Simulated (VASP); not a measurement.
Set up this calculation in VASP 6.6.1, as the native input.

```
Task                   : single point
Functional             : PBE
Potentials or basis    : VASP PAW PBE potentials, release 64 (Se)
Cutoff                 : 520 eV
k mesh                 : 6 × 6 × 6
Occupations            : gaussian, width 0.05 eV
Spin                   : non-collinear spin, zero start, spin-orbit coupling
Starting moments       : [[0.0, 0.0, 0.0], [0.0, 0.0, 0.0], [0.0, 0.0, 0.0]] μB
Dipole correction      : no
Further INCAR settings : ALGO = Normal; EDIFF = 1e-07; NBANDS = 31
```

The structure of Se lies in POSCAR:

```
Se
1.0
    4.4958567379      0.0000000000      0.0000000000
   -2.2479283689      3.8935261468      0.0000000000
    0.0000000000      0.0000000000      5.0595171269
Se
3
Direct
    0.2202056260      0.0000000000      0.8333333333
    0.0000000000      0.2202056260      0.1666666667
    0.7797943740      0.7797943740      0.5000000000
```

The input as run:

INCAR

```
SYSTEM = Se
PREC = Accurate
ENCUT = 520
EDIFF = 1E-7
ISMEAR = 0
SIGMA = 0.05
LREAL = .FALSE.
LASPH = .TRUE.
NELM = 150
ALGO = Normal
ISIF = 2
LWAVE = .FALSE.
LCHARG = .TRUE.
LNONCOLLINEAR = .TRUE.
MAGMOM = 0 0 0 0 0 0 0 0 0
LORBIT = 11
LSORBIT = .TRUE.
GGA_COMPAT = .FALSE.
LORBMOM = .TRUE.
GGA = PE
LVHAR = .TRUE.
NBANDS = 31
```

KPOINTS

```
regular mesh
0
G
  6 6 6
  0 0 0
```

Potentials or basis: VASP PAW PBE potentials, release 64 (Se).

Command:

```console
$ cat potpaw_PBE.64/Se/POTCAR > POTCAR
$ mpirun -np 1 vasp_ncl > vasp.out
```

Results of the run:

```json
{
  "Pressure": "0.1 GPa",
  "Largest force": "0.019 eV/Å",
  "Net moment": "0.00 μB per cell",
  "Valence electrons inside the program's atomic spheres": "Se 3.73"
}
```

It took 8.3 min on 1 thread of AMD EPYC 7R13 Processor (Zen 3), on a shared host, peak memory 0.47 GiB.
